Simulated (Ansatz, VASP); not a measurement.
# Two plane-wave programs on Tl

```xyz
1
Lattice="0.0000 2.3461 2.3461 2.3461 0.0000 2.3461 2.3461 2.3461 0.0000" Properties=species:S:1:pos:R:3 pbc="T T T"
Tl    0.0000    0.0000    0.0000
```

Alike in both runs: task single point; functional PBE; dispersion D3(BJ); k mesh 14 × 14 × 14; occupations gaussian, width 0.1 eV; no spin polarisation.

|  | VASP | Ansatz |
| --- | --- | --- |
| version | VASP 6.6.1 | Ansatz 0.2.0 |
| potentials or method | VASP PAW PBE potentials, release 64 (Tl_d), cutoff 520 eV | scalar-relativistic, plane waves, PAW |
| valence electrons in the cell | 13 | 13 |

```tsv
	VASP	Ansatz	Ansatz less VASP
gap on the k mesh at the Fermi level (eV)	none	none	-
pressure (GPa)	5.9	6.0	+0.06
```

A gap of «none» marks a metal or a gap that the smearing closes.

Spin-orbit coupling is off throughout.
